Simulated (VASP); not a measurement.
# ZrAl3N4 (P-6m2) in VASP: single point with PBE

Aim: the single point of ZrAl3N4 with PBE.

Everything below comes from runs of VASP 6.6.1. Logs are shortened: lines on timing, memory, paths and dates and some standing lists are left out, and cuts for length are marked.

## Step 1: The cell of the first run

Symmetry: P-6m2, No. 187, hexagonal system. The conventional cell has a = 3.276 Å, b = 3.276 Å, c = 11.287 Å, α = 90.00°, β = 90.00°, γ = 120.00°. Zr (site symmetry -6m2) has 6 N at 2.36 Å within 3.1 Å. Al (site symmetry -6m2) has 6 N at 2.36 Å within 3.1 Å. Within 3.1 Å of Al (site symmetry 3m) lie 6 N at 2.36 Å. N (site symmetry 3m) has 3 Al at 2.36 Å and 3 Zr at 2.36 Å and 2 N at 2.82 Å within 3.1 Å. Within 3.1 Å of N (site symmetry 3m) lie 6 Al at 2.36 Å and 2 N at 2.82 Å.

## Step 2: Single point, PBE

Input file INCAR:

```
  PREC = Accurate
  ENCUT = 520
  EDIFF = 1E-6
  ISMEAR = 0
  SIGMA = 0.1
  LREAL = F
  LASPH = T
  NELM = 60
  ALGO = Normal
  ISIF = 2
  LWAVE = F
  LCHARG = F
  GGA = PE
  NBANDS = 30
```

Input file KPOINTS:

```
regular mesh
0
Gamma
  6 6 2
```

Input file POSCAR:

```
ZrAl3N4
1.0
    3.2761545800      0.0000000000      0.0000000000
   -1.6380772900      2.8372330900      0.0000000000
    0.0000000000      0.0000000000     11.2866405200
Zr Al N
1 3 4
Direct
    0.3333333300      0.6666666700      0.0000000000
    0.3333333300      0.6666666700      0.5000000000
    0.6666666700      0.3333333300      0.2500000000
    0.6666666700      0.3333333300      0.7500000000
    0.0000000000      0.0000000000      0.8750000000
    0.0000000000      0.0000000000      0.3750000000
    0.0000000000      0.0000000000      0.1250000000
    0.0000000000      0.0000000000      0.6250000000
```

Potentials or basis: VASP PAW PBE potentials, release 64 (Zr_sv, Al, N).

The run is started by

```bash
$ cat potpaw_PBE.64/Zr_sv/POTCAR potpaw_PBE.64/Al/POTCAR potpaw_PBE.64/N/POTCAR > POTCAR
$ mpirun -np 1 vasp_std > vasp.out
```

OUTCAR:

```text
PREC = Accurate
   ENCUT = 520
   EDIFF = 1E-6
   ISMEAR = 0
   LREAL = F
   LASPH = T
   NELM = 60
   ISIF = 2
   GGA = PE

 ion  position               nearest neighbor table
   1  0.333  0.667  0.000-   5 2.36   7 2.36   5 2.36   7 2.36   5 2.36   7 2.36   3 3.40   4 3.40
                             3 3.40   4 3.40   3 3.40   4 3.40
   2  0.333  0.667  0.500-   6 2.36   8 2.36   6 2.36   8 2.36   6 2.36   8 2.36
   3  0.667  0.333  0.250-   6 2.36   7 2.36   6 2.36   7 2.36   6 2.36   7 2.36   1 3.40   1 3.40
                             1 3.40
   4  0.667  0.333  0.750-   5 2.36   8 2.36   5 2.36   8 2.36   5 2.36   8 2.36   1 3.40   1 3.40
                             1 3.40
   5  0.000  0.000  0.875-   1 2.36   4 2.36   1 2.36   4 2.36   4 2.36   1 2.36
   6  0.000  0.000  0.375-   2 2.36   3 2.36   2 2.36   3 2.36   3 2.36   2 2.36
   7  0.000  0.000  0.125-   1 2.36   3 2.36   1 2.36   3 2.36   3 2.36   1 2.36
   8  0.000  0.000  0.625-   2 2.36   4 2.36   2 2.36   4 2.36   4 2.36   2 2.36

  LATTYP: Found a hexagonal cell.
 ALAT       =     3.2761545800
 C/A-ratio  =     3.4450879055

  Lattice vectors:

 A1 = (   3.2761545800,   0.0000000000,   0.0000000000)
 A2 = (  -1.6380772900,   2.8372330900,   0.0000000000)
 A3 = (   0.0000000000,   0.0000000000,  11.2866405200)

Analysis of symmetry for initial positions (statically):
=====================================================================
 Subroutine PRICEL returns:
 Original cell was already a primitive cell.

 Routine SETGRP: Setting up the symmetry group for a
 hexagonal supercell.

 Subroutine GETGRP returns: Found 12 space group operations
 (whereof 12 operations were pure point group operations)
 out of a pool of 24 trial point group operations.

The static configuration has the point symmetry D_3h.

Analysis of symmetry for dynamics (positions and initial velocities):
=====================================================================
 Subroutine PRICEL returns:
 Original cell was already a primitive cell.

 Routine SETGRP: Setting up the symmetry group for a
 hexagonal supercell.

 Subroutine GETGRP returns: Found 12 space group operations
 (whereof 12 operations were pure point group operations)
 out of a pool of 24 trial point group operations.

The dynamic configuration has the point symmetry D_3h.

 Subroutine INISYM returns: Found 12 space group operations
 (whereof 12 operations are pure point group operations),
 and found     1 'primitive' translations

----------------------------------------------------------------------------------------

                                     Primitive cell

  volume of cell :     104.9117

  direct lattice vectors                    reciprocal lattice vectors
     3.276154580  0.000000000  0.000000000     0.305235903  0.176228031  0.000000000
    -1.638077290  2.837233090  0.000000000     0.000000000  0.352456061  0.000000000
     0.000000000  0.000000000 11.286640520     0.000000000  0.000000000  0.088600323

  length of vectors
     3.276154580  3.276154577 11.286640520     0.352456061  0.352456061  0.088600323

  position of ions in fractional coordinates (direct lattice)
     0.333333330  0.666666670  0.000000000
     0.333333330  0.666666670  0.500000000
     0.666666670  0.333333330  0.250000000
     0.666666670  0.333333330  0.750000000
     0.000000000  0.000000000  0.875000000
     0.000000000  0.000000000  0.375000000
     0.000000000  0.000000000  0.125000000
     0.000000000  0.000000000  0.625000000

  ion indices of the primitive-cell ions
   primitive index   ion index
                 1           1
                 2           2
                 3           3
                 4           4
                 5           5
                 6           6
                 7           7
                 8           8

----------------------------------------------------------------------------------------

 KPOINTS: regular mesh

Automatic generation of k-mesh.
 Grid dimensions read from file:
 generate k-points for:    6    6    2

 Generating k-lattice:

  Cartesian coordinates                     Fractional coordinates (reciprocal lattice)
     0.050872650  0.029371338  0.000000000     0.166666667  0.000000000  0.000000000
     0.000000000  0.058742677  0.000000000     0.000000000  0.166666667  0.000000000
     0.000000000  0.000000000  0.044300162     0.000000000  0.000000000  0.500000000

  Length of vectors
     0.058742677  0.058742677  0.044300162

  Shift w.r.t. Gamma in fractional coordinates (k-lattice)
     0.000000000  0.000000000  0.000000000

 Subroutine IBZKPT returns following result:
 ===========================================

 Found     14 irreducible k-points:

 Following reciprocal coordinates:
            Coordinates               Weight
  0.000000  0.000000  0.000000      1.000000
  0.166667  0.000000  0.000000      6.000000
  0.333333  0.000000  0.000000      6.000000
  0.500000  0.000000  0.000000      3.000000
  0.166667  0.166667  0.000000      6.000000
  0.333333  0.166667  0.000000     12.000000
  0.333333  0.333333  0.000000      2.000000
  0.000000  0.000000  0.500000      1.000000
  0.166667  0.000000  0.500000      6.000000
  0.333333  0.000000  0.500000      6.000000
  0.500000  0.000000  0.500000      3.000000
  0.166667  0.166667  0.500000      6.000000
  0.333333  0.166667  0.500000     12.000000
  0.333333  0.333333  0.500000      2.000000
   k-points           NKPTS =     14   k-points in BZ     NKDIM =     14   number of bands    NBANDS=     30
   number of dos      NEDOS =    301   number of ions     NIONS =      8
   total plane-waves  NPLWV =  48384
   dimension x,y,z NGX =    24 NGY =   24 NGZ =   84
   dimension x,y,z NGXF=    48 NGYF=   48 NGZF=  168
   ions per type =               1   3   4
   NGX,Y,Z   is equivalent  to a cutoff of  12.18, 12.18, 12.37 a.u.
   NGXF,Y,Z  is equivalent  to a cutoff of  24.36, 24.36, 24.75 a.u.
 SYSTEM =  unknown system
   PREC   = accura    normal or accurate (medium, high low for compatibility)
   ISTART =      0    job   : 0-new  1-cont  2-samecut
   ICHARG =      2    charge: 1-file 2-atom 10-const
   ISPIN  =      1    spin polarized calculation?
   LNONCOLLINEAR =      F non collinear calculations
   LSORBIT =      F    spin-orbit coupling
   LASPH  =      T    aspherical Exc in radial PAW
   ENCUT  =  520.0 eV  38.22 Ry    6.18 a.u.   6.09  6.09 20.99*2*pi/ulx,y,z
   NELM   =     60;   NELMIN=  2; NELMDL= -5     # of ELM steps
   EDIFF  = 0.1E-05   stopping-criterion for ELM
   LREAL  =      F    real-space projection
[... 7 lines left out ...]
   TEBEG  =    0.0;   TEEND  =   0.0 temperature during run
   PSTRESS=    0.0 pullay stress
   NELECT =      41.0000    total number of electrons
   NUPDOWN=      -1.0000    fix difference up-down
   EMIN   =  10.00;   EMAX   =-10.00  energy-range for DOS
   EFERMI =   0.00;   METHOD = LEGACY
   ISMEAR =     0;   SIGMA  =   0.10  broadening in eV -4-tet -1-fermi 0-gaus
   EFERMI_NEDOS =   21; number of points for ismear=-14 and -15
   IALGO  =     38    algorithm
   IMIX   =      4    mixing-type and parameters
     AMIX     =   0.40;   BMIX     =  1.00
     AMIX_MAG =   1.60;   BMIX_MAG =  1.00
  volume/ion in A,a.u.               =      13.11        88.50
  Fermi-wavevector in a.u.,A,eV,Ry     =   1.196910  2.261832 19.491612  1.432593
  Thomas-Fermi vector in A             =   2.332838
   LORBIT       =      0    0 simple, 1 ext, 2 COOP (PROOUT), +10 PAW based schemes
   GGA     = PE    functional components
   LHFCALC =     F    Hartree Fock is set to
   AEXX    =    0.0000 exact exchange contribution
   IVDW    =     0    specifies the selected vdW correction
   LEPSILON=     F    determine dielectric tensor
   LRPA    =     F    only Hartree local field effects (RPA)
 non-spin polarized calculation
 Gauss-broadening in eV      SIGMA  =   0.10
  energy-cutoff  :      520.00
  volume of cell :      104.91
 maximum number of plane-waves:      2850
   NGX = 13   NGY = 13   NGZ = 41

 number of electron      40.9999998 magnetization

 Free energy of the ion-electron system (eV)
  ---------------------------------------------------
  ext. energy  EPLUGINS =         0.00000000
  ---------------------------------------------------
  free energy    TOTEN  =       -56.04032368 eV

  energy without entropy =      -56.02491410  energy(sigma->0) =      -56.03261889

 E-fermi :   7.3242     XC(G=0): -10.7422

 val. band max:        7.3207193866   @ k =   0.1667   0.1667   0.5000
 cond. band min:       7.4251552093   @ k =   0.3333   0.1667   0.5000
 fundamental gap:      0.1044358227
 Fermi energy:         7.3241531730

 k-point     1 :       0.0000    0.0000    0.0000
  band No.  band energies     occupation
      1     -41.9344      2.00000
      2     -20.1234      2.00000
      3     -19.6258      2.00000
      4     -19.6258      2.00000
      5      -8.1197      2.00000
      6      -7.3451      2.00000
[... 22 lines left out ...]
     29      11.3414      0.00000
     30      12.3866      0.00000

 k-point     2 :       0.1667    0.0000    0.0000
  band No.  band energies     occupation
      1     -41.9155      2.00000
      2     -20.0816      2.00000
      3     -19.8089      2.00000
      4     -19.6641      2.00000
      5      -7.8160      2.00000
      6      -7.1590      2.00000
[... 22 lines left out ...]
     29      12.2692      0.00000
     30      12.8013      0.00000

 k-point     3 :       0.3333    0.0000    0.0000
  band No.  band energies     occupation
      1     -41.8773      2.00000
      2     -20.1569      2.00000
      3     -19.9967      2.00000
      4     -19.7395      2.00000
      5      -7.1242      2.00000
      6      -6.7984      2.00000
[... 352 lines left out ...]
     29      12.1789      0.00000
     30      12.2408      0.00000

 k-point    14 :       0.3333    0.3333    0.5000
  band No.  band energies     occupation
      1     -41.8484      2.00000
      2     -20.1559      2.00000
      3     -20.0615      2.00000
      4     -19.9323      2.00000
      5      -6.6125      2.00000
      6      -6.4287      2.00000
[... 22 lines left out ...]
     29      11.9450      0.00000
     30      12.3203      0.00000

------------------------ aborting loop because EDIFF is reached ----------------------------------------

  FORCE on cell =-STRESS in cart. coord.  units (eV):
  Direction    XX          YY          ZZ          XY          YZ          ZX
  --------------------------------------------------------------------------------------
  -------------------------------------------------------------------------------------
  Total      -22.4177809    -22.4177808    -18.4773745      0.0000000      0.0000000     -0.0000000
  in kB     -342.3569175   -342.3569168   -282.1803381      0.0000000      0.0000000     -0.0000000
  external PRESSURE =    -322.2980574 kB  Pullay stress =       0.0000000 kB

 VOLUME and BASIS-vectors are now :
 -----------------------------------------------------------------------------
  energy-cutoff  :      520.00
  volume of cell :      104.91
      direct lattice vectors                 reciprocal lattice vectors
     3.276154580  0.000000000  0.000000000     0.305235903  0.176228031  0.000000000
    -1.638077290  2.837233090  0.000000000     0.000000000  0.352456061  0.000000000
     0.000000000  0.000000000 11.286640520     0.000000000  0.000000000  0.088600323

 POSITION                                       TOTAL-FORCE (eV/Angst)
 -----------------------------------------------------------------------------------
     -0.00000      1.89149      0.00000        -0.000000      0.000000      0.000000
     -0.00000      1.89149      5.64332         0.000000     -0.000000      0.000000
      1.63808      0.94574      2.82166         0.000000     -0.000000      0.596255
      1.63808      0.94574      8.46498         0.000000     -0.000000     -0.596255
      0.00000      0.00000      9.87581         0.000000     -0.000000     -0.609175
      0.00000      0.00000      4.23249         0.000000     -0.000000     -0.206686
      0.00000      0.00000      1.41083         0.000000     -0.000000      0.609175
      0.00000      0.00000      7.05415         0.000000     -0.000000      0.206686
 -----------------------------------------------------------------------------------
    total drift:                                0.000027     -0.000016      0.000000

  FREE ENERGIE OF THE ION-ELECTRON SYSTEM (eV)
  ---------------------------------------------------
  free  energy   TOTEN  =       -56.0403236757 eV

  energy  without entropy=      -56.0249141047  energy(sigma->0) =      -56.03261889
```

Run time: 58 s. Hardware: 1 thread of AMD EPYC 7R43 (Zen 3), shared host; peak memory 0.18 GiB.

What came out:

```
Free energy   : -56.0403 eV
Pressure      : -32.2 GPa
Largest force : 0.609 eV/Å
```

Forces in eV/Å, atoms in the order of the input:
```
Zr   0.000  0.000  0.000
Al   0.000  0.000  0.000
Al   0.000  0.000  0.596
Al   0.000  0.000 -0.596
N    0.000  0.000 -0.609
N    0.000  0.000 -0.207
N    0.000  0.000  0.609
N    0.000  0.000  0.207
```

Stress tensor (GPa, compression positive):
```
-34.24   0.00   0.00
  0.00 -34.24   0.00
  0.00   0.00 -28.22
```

Caveat: the k points lie up to 0.37 Å⁻¹ apart.
